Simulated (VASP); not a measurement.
AgRh:

```
CELL_PARAMETERS angstrom
2.83206 0.00000 0.00000
-1.41603 2.45264 0.00000
0.00000 0.00000 4.90291
ATOMIC_POSITIONS crystal
Ag 0.00000 0.00000 0.50000
Rh 0.66667 0.33333 0.00000
```

Base run:

```yaml
Program: VASP 6.6.1
Functional: PBE
Potentials_or_basis: VASP PAW PBE potentials, release 64 (Ag, Rh_pv)
Cutoff: 520 eV
k_mesh: 11 × 11 × 6
Occupations: fermi-dirac, width 0.05 eV
Spin: no spin polarisation
```

Its results: band gap on the k mesh zero (band 13 reaches 8.92 eV, above the bottom of band 14 at 7.74 eV); pressure -9.6 GPa.

Question: After a change of settings the same cell gave: band gap on the k mesh zero (band 13 reaches 8.75 eV, above the bottom of band 14 at 7.57 eV); pressure -17.1 GPa. Which change was it?
A. functional from PBE to PBEsol; further incar settings from ALGO = Normal; EDIFF = 1e-06; NBANDS = 20 to ALGO = Normal; EDIFF = 1e-07; NBANDS = 20
B. functional from PBE to LDA; potentials or basis from VASP PAW PBE potentials, release 64 (Ag, Rh_pv) to VASP PAW LDA potentials, release 64 (Ag, Rh_pv)
C. functional from PBE to r2SCAN

Answer: A.

Caveats: the PAW data sets were made with another functional, which shifts forces and pressure a little (some runs).
